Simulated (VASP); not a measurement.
# V3Re (Fm-3m) in VASP: notebook, part 2 of 2

VASP 6.6.1.

## (5) Single point, LDA, collinear spin, ferromagnetic start

This run uses another cell than the first one, of 13.18 Å³/atom.

The input, INCAR:

```
SYSTEM = V3Re
PREC = Accurate ; ENCUT = 520
EDIFF = 1E-7 ; ISMEAR = -1
SIGMA = 0.1 ; LREAL = .False.
LASPH = .True. ; NELM = 150
ALGO = Normal ; ISIF = 2
LWAVE = .False. ; LCHARG = .False.
ISPIN = 2 ; MAGMOM = 1 1 1 0
LORBIT = 11 ; LMAXMIX = 4
NBANDS = 35
```

The input, KPOINTS:

```
Automatic mesh
0
Gamma
  7 7 7
  0 0 0
```

The input, POSCAR:

```
V3Re
1.0
    0.0000000000      2.9762255470      2.9762255470
    2.9762255470      0.0000000000      2.9762255470
    2.9762255470      2.9762255470      0.0000000000
V Re
3 1
Direct
    0.7500000000      0.7500000000      0.7500000000
    0.2500000000      0.2500000000      0.2500000000
    0.0000000000      0.0000000000      0.0000000000
    0.5000000000      0.5000000000      0.5000000000
```

Potentials or basis: VASP PAW LDA potentials, release 64 (V_sv, Re).

Launch:

```sh
$ cat potpaw_LDA.64/V_sv/POTCAR potpaw_LDA.64/Re/POTCAR > POTCAR
$ mpirun -np 1 vasp_std > vasp.out
```

OUTCAR:

```text
SYSTEM = V3Re
   PREC = Accurate
   ENCUT = 520
   EDIFF = 1E-7
   ISMEAR = -1
   LREAL = .False.
   LASPH = .True.
   NELM = 150
   ISIF = 2
   ISPIN = 2
   LORBIT = 11

 ion  position               nearest neighbor table
   1  0.750  0.750  0.750-   4 2.58   3 2.58   4 2.58   3 2.58   4 2.58   4 2.58   3 2.58   3 2.58

   2  0.250  0.250  0.250-   3 2.58   4 2.58   3 2.58   3 2.58   4 2.58   3 2.58   4 2.58   4 2.58

   3  0.000  0.000  0.000-   1 2.58   2 2.58   1 2.58   1 2.58   2 2.58   1 2.58   2 2.58   2 2.58
                             4 2.98   4 2.98   4 2.98   4 2.98   4 2.98   4 2.98
   4  0.500  0.500  0.500-   2 2.58   1 2.58   2 2.58   1 2.58   2 2.58   2 2.58   1 2.58   1 2.58
                             3 2.98   3 2.98   3 2.98   3 2.98   3 2.98   3 2.98

  LATTYP: Found a face centered cubic cell.
 ALAT       =     5.9524510940

  Lattice vectors:

 A1 = (   0.0000000000,   2.9762255470,   2.9762255470)
 A2 = (   2.9762255470,   0.0000000000,   2.9762255470)
 A3 = (   2.9762255470,   2.9762255470,   0.0000000000)

Analysis of symmetry for initial positions (statically):
=====================================================================
 Subroutine PRICEL returns:
 Original cell was already a primitive cell.

 Routine SETGRP: Setting up the symmetry group for a
 face centered cubic supercell.

 Subroutine GETGRP returns: Found 48 space group operations
 (whereof 48 operations were pure point group operations)
 out of a pool of 48 trial point group operations.

The static configuration has the point symmetry O_h .

Analysis of symmetry for dynamics (positions and initial velocities):
=====================================================================
 Subroutine PRICEL returns:
 Original cell was already a primitive cell.

 Routine SETGRP: Setting up the symmetry group for a
 face centered cubic supercell.

 Subroutine GETGRP returns: Found 48 space group operations
 (whereof 48 operations were pure point group operations)
 out of a pool of 48 trial point group operations.

The dynamic configuration has the point symmetry O_h .

[... 163 lines left out ...]
 cond. band min:       9.7387533115   @ k =  -0.4286   0.4286   0.0000
 fundamental gap:      0.0968320464
 Fermi energy:         9.6433304006

 spin component 1

 k-point     1 :       0.0000    0.0000    0.0000
  band No.  band energies     occupation
      1     -53.3852      1.00000
      2     -53.2428      1.00000
      3     -53.0864      1.00000
      4     -27.7274      1.00000
      5     -27.7274      1.00000
      6     -27.7274      1.00000
[... 749 lines left out ...]
     34      13.7244      0.00000
     35      13.7666      0.00000
 Fermi energy:         9.6433304006

 spin component 2

 k-point     1 :       0.0000    0.0000    0.0000
  band No.  band energies     occupation
      1     -53.3852      1.00000
      2     -53.2428      1.00000
      3     -53.0863      1.00000
      4     -27.7274      1.00000
      5     -27.7274      1.00000
      6     -27.7274      1.00000
[... 749 lines left out ...]
     34      13.7244      0.00000
     35      13.7667      0.00000

------------------------ aborting loop because EDIFF is reached ----------------------------------------

  FORCE on cell =-STRESS in cart. coord.  units (eV):
  Direction    XX          YY          ZZ          XY          YZ          ZX
  --------------------------------------------------------------------------------------
  -------------------------------------------------------------------------------------
  Total       -1.7836669     -1.7836669     -1.7836669      0.0000000     -0.0000000      0.0000000
  in kB      -54.1996911    -54.1996911    -54.1996911      0.0000000     -0.0000000      0.0000000
  external PRESSURE =     -54.1996911 kB  Pullay stress =       0.0000000 kB

 VOLUME and BASIS-vectors are now :
 -----------------------------------------------------------------------------
  energy-cutoff  :      520.00
  volume of cell :       52.73
      direct lattice vectors                 reciprocal lattice vectors
     0.000000000  2.976225547  2.976225547    -0.167998020  0.167998020  0.167998020
     2.976225547  0.000000000  2.976225547     0.167998020 -0.167998020  0.167998020
     2.976225547  2.976225547  0.000000000     0.167998020  0.167998020 -0.167998020

 POSITION                                       TOTAL-FORCE (eV/Angst)
 -----------------------------------------------------------------------------------
      4.46434      4.46434      4.46434         0.000000      0.000000      0.000000
      1.48811      1.48811      1.48811        -0.000000     -0.000000     -0.000000
      0.00000      0.00000      0.00000         0.000000      0.000000      0.000000
      2.97623      2.97623      2.97623         0.000000      0.000000      0.000000
 -----------------------------------------------------------------------------------
    total drift:                                0.000000     -0.000000      0.000000

  FREE ENERGIE OF THE ION-ELECTRON SYSTEM (eV)
  ---------------------------------------------------
  free  energy   TOTEN  =       -44.7527869131 eV

  energy  without entropy=      -44.6435074650  energy(sigma->0) =      -44.69814719

 total charge

# of ion       s       p       d       tot
------------------------------------------
    1        2.348   6.263   3.171  11.782
    2        2.348   6.263   3.171  11.782
    3        2.332   6.233   3.160  11.724
    4        0.685   0.610   4.946   6.241
--------------------------------------------------
tot          7.713  19.368  14.448  41.529

 magnetization (x)

# of ion       s       p       d       tot
------------------------------------------
    1       -0.000  -0.000   0.000   0.000
    2       -0.000  -0.000   0.000   0.000
    3        0.000   0.000   0.000   0.000
    4       -0.000  -0.000  -0.000  -0.000
--------------------------------------------------
tot          0.000   0.000   0.000   0.000
```

OSZICAR:

```text
N       E                     dE             d eps       ncg     rms          rms(c)
DAV:   1     0.623763598250E+03    0.62376E+03   -0.24243E+04  2968   0.150E+03
DAV:   2    -0.196079783130E+02   -0.64337E+03   -0.61007E+03  3621   0.572E+02
DAV:   3    -0.490312747204E+02   -0.29423E+02   -0.27933E+02  4276   0.151E+02
DAV:   4    -0.496329659213E+02   -0.60169E+00   -0.59635E+00  4023   0.173E+01
DAV:   5    -0.496441658780E+02   -0.11200E-01   -0.11196E-01  3625   0.280E+00    0.466E+01
DAV:   6    -0.470052905376E+02    0.26389E+01   -0.27480E+01  4156   0.439E+01    0.201E+01
DAV:   7    -0.460232995035E+02    0.98199E+00   -0.92670E+00  4384   0.364E+01    0.121E+01
DAV:   8    -0.455461081505E+02    0.47719E+00   -0.31808E+00  4151   0.236E+01    0.925E+00
DAV:   9    -0.447764449748E+02    0.76966E+00   -0.90467E-01  3923   0.103E+01    0.309E+00
DAV:  10    -0.447550656292E+02    0.21379E-01   -0.93510E-02  3508   0.271E+00    0.903E-01
DAV:  11    -0.447532850359E+02    0.17806E-02   -0.59974E-03  4296   0.821E-01    0.545E-01
DAV:  12    -0.447527712635E+02    0.51377E-03   -0.19339E-03  3517   0.407E-01    0.282E-01
DAV:  13    -0.447527982564E+02   -0.26993E-04   -0.55152E-04  4309   0.187E-01    0.726E-02
DAV:  14    -0.447527878125E+02    0.10444E-04   -0.44869E-05  4053   0.693E-02    0.179E-02
DAV:  15    -0.447527871087E+02    0.70380E-06   -0.83423E-06  4576   0.286E-02    0.154E-02
DAV:  16    -0.447527869080E+02    0.20066E-06   -0.16106E-06  4124   0.125E-02    0.311E-03
DAV:  17    -0.447527869131E+02   -0.51177E-08   -0.27411E-08  1751   0.196E-03
   1 F= -.44752787E+02 E0= -.44698147E+02  d E =-.109279E+00  mag=     0.0000
```

Run time: 100 s. Hardware: 1 thread of Oxide Virtual Turin-like, shared host; peak memory 0.17 GiB.

What came out:

* Free energy: -44.7528 eV
* Pressure: -5.4 GPa
* Band gap on the k mesh: zero (filled and empty bands overlap)
* Net moment: 0.00 μB per cell
* Valence electrons inside the program's atomic spheres: V 11.78, 11.72 (each value once); Re 6.24

Levels at points of the mesh, in eV from the Fermi level:
Spin up:
```
           k point  band 20  band 21  band 22  band 23  band 24  band 25  band 26  band 27
(0.00, 0.00, 0.00)    -1.30    -1.30    -0.02    -0.02    -0.02     2.25     2.25     2.66
```
Spin down:
```
           k point  band 20  band 21  band 22  band 23  band 24  band 25  band 26  band 27
(0.00, 0.00, 0.00)    -1.30    -1.30    -0.02    -0.02    -0.02     2.25     2.25     2.66
```

Caveat: the cell stands under tension; the moments typed at the start vanished in this run; spin-orbit coupling is left out, which moves the levels of the heavy elements.

## (6) The runs side by side

```csv
cell,gap on the mesh (eV),pressure (GPa),moment (μB)
"a = 4.098 Å, angles 60.0°, 4 atoms",none,17.9,0.00
"a = 4.136 Å, angles 60.0°, 4 atoms",none,9.0,0.00
"a = 4.173 Å, angles 60.0°, 4 atoms",none,1.3,0.00
"a = 4.209 Å, angles 60.0°, 4 atoms",none,-5.4,0.00
```

Alike in all rows: task single point; level LDA; potentials or basis VASP PAW LDA potentials, release 64 (V_sv, Re); spin collinear, ferromagnetic start; k mesh 7 × 7 × 7; cutoff (eV) 520; smearing fermi-dirac 0.1 eV.

Caveats: the moments typed at the start vanished in this run; spin-orbit coupling is left out, which moves the levels of the heavy elements; the cell stands under pressure (at least some runs); the cell stands under tension (at least some runs).

Total energies depend on the potentials used, so only differences within one code and one set of settings carry meaning.

The gap in the log of VASP goes by the Fermi energy; the results here count the filled bands.